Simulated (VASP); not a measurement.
A run of VASP 6.6.1:

INCAR

```
PREC = Accurate ; ENCUT = 520
EDIFF = 1E-6 ; ISMEAR = -1
SIGMA = 0.1 ; LREAL = F
LASPH = T ; NELM = 60
ALGO = Normal ; ISIF = 2
LWAVE = F ; LCHARG = T
GGA = PS ; LELF = T
LVHAR = T ; NBANDS = 11
```

Contents of KPOINTS:

```
Automatic mesh
0
Gamma
  8 8 8
```

The input POSCAR:

```
Pd
1.0
   -1.9719360000      1.9719360000      3.9157340000
    1.9719360000     -1.9719360000      3.9157340000
    1.9719360000      1.9719360000     -3.9157340000
Pd
1
Direct
    0.0000000000      0.0000000000      0.0000000000
```

Potentials or basis: VASP PAW PBE potentials, release 64 (Pd).

Command:

```sh
$ cat potpaw_PBE.64/Pd/POTCAR > POTCAR
$ mpirun -np 1 vasp_std > vasp.out
```

Hardware: 1 thread of Intel(R) Xeon(R) Platinum 8488C (Sapphire Rapids), on a shared host.

Question: How long does it take, and how much memory?

Answer: Run time: 19 s on 1 thread of Intel(R) Xeon(R) Platinum 8488C (Sapphire Rapids) (shared host), peak memory 0.21 GiB. Counts: scf iterations 11, k points 59.
